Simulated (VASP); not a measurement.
Here is a VASP 6.6.1 calculation.

File INCAR:

```
SYSTEM = PtSe2
  PREC = Accurate
  ENCUT = 520
  EDIFF = 1E-6
  ISMEAR = 0
  SIGMA = 0.05
  LREAL = .False.
  LASPH = .True.
  NELM = 80
  ALGO = Normal
  ISIF = 2
  LWAVE = .False.
  LCHARG = .False.
  GGA = PS
  NBANDS = 18
```

Contents of KPOINTS:

```
Automatic mesh
0
Gamma
  7 7 5
  0 0 0
```

Contents of POSCAR:

```
PtSe2
1.0
    3.7240000000      0.0000000000      0.0000000000
   -1.8620000000      3.2250786037      0.0000000000
    0.0000000000      0.0000000000      5.0620000000
Pt Se
1 2
Direct
    0.0000000000      0.0000000000      0.0000000000
    0.6666666667      0.3333333333      0.7500000000
    0.3333333333      0.6666666667      0.2500000000
```

Potentials or basis: VASP PAW PBE potentials, release 64 (Pt, Se).

Command:

```sh
$ cat potpaw_PBE.64/Pt/POTCAR potpaw_PBE.64/Se/POTCAR > POTCAR
$ mpirun -np 1 vasp_std > vasp.out
```

(1) What does it give for the largest force?

(2) Predict the band gap on the k mesh.

(3) Predict the pressure.

## Answers

(1) 0.381 eV/Å.

(2) zero (band 11 reaches 6.80 eV, above the bottom of band 12 at 6.44 eV).

(3) 2.2 GPa.

Caveat: the PAW data sets were made with another functional, which shifts forces and pressure a little; spin-orbit coupling is left out, which moves the levels of the heavy elements.
